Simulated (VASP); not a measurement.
Wanted: the native input for a VASP 6.6.1 run.

| Quantity | Value |
| --- | --- |
| Task | single point |
| Functional | PBE |
| Potentials or basis | VASP PAW PBE potentials, release 64 (Al) |
| Cutoff | 520 eV |
| k mesh | 22 × 22 × 22 |
| Occupations | gaussian, width 0.15 eV |
| Spin | no spin polarisation |
| Dipole correction | no |
| Further INCAR settings | ALGO = Normal; EDIFF = 1e-06; NBANDS = 8 |

The structure of Al lies in POSCAR:

```
Al
1.0
   -1.6187087346      1.6187087346      1.7443205324
    1.6187087346     -1.6187087346      1.7443205324
    1.6187087346      1.6187087346     -1.7443205324
Al
1
Direct
    0.0000000000      0.0000000000      0.0000000000
```

This cell differs from its parent crystal: volume 18.282 Å^3 an atom, c/a of the conventional cell 1.0776.

These files were run (other wordings do the same):

INCAR

```
SYSTEM = Al
ALGO = Normal
EDIFF = 1E-6
ENCUT = 520
GGA = PE
ISIF = 2
ISMEAR = 0
LASPH = .True.
LCHARG = .True.
LELF = .True.
LREAL = .False.
LVHAR = .True.
LWAVE = .False.
NBANDS = 8
NELM = 60
PREC = Accurate
SIGMA = 0.15
```

KPOINTS

```
k-points
0
Gamma
  22 22 22
  0 0 0
```

Potentials or basis: VASP PAW PBE potentials, release 64 (Al).

Run with:

```bash
$ cat potpaw_PBE.64/Al/POTCAR > POTCAR
$ mpirun -np 1 vasp_std > vasp.out
```

Results of the run:

The pressure is -4.6 GPa.

Run time: 95 s on 1 thread of AMD EPYC 7R43 64-Core Processor (Zen 3), on a shared host, peak memory 0.18 GiB.
